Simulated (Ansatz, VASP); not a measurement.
**HgTe: VASP beside Ansatz**

```
Hg Te
1.0
    -0.08765    2.87768    2.87768
     2.87768   -0.08765    2.87768
     2.87768    2.87768   -0.08765
Hg Te
1 1
Direct
  0.00000 0.00000 0.00000
  0.50000 0.50000 0.50000
```

Change from the starting cell: equal xy, yz and zx shear strains of -3 %.

Alike in both runs: task single point; functional PBE; k mesh 10 × 10 × 10; occupations fermi-dirac, width 0.08 eV; no spin polarisation.

|  | VASP | Ansatz |
| --- | --- | --- |
| version | VASP 6.6.1 | Ansatz 0.2.0 |
| potentials or method | VASP PAW PBE potentials, release 64 (Hg, Te), cutoff 520 eV | all-electron LAPW, scalar-relativistic |

|  | VASP | Ansatz | Ansatz less VASP |
| --- | --- | --- | --- |
| pressure (GPa) | 10.6 | 10.4 | -0.24 |
| traceless stress, the component that is largest in VASP (GPa) | 0.47 | 0.48 | +0.005 |

Ansatz ran all-electron here, and VASP with PAW potentials.

Spin-orbit coupling is off throughout.
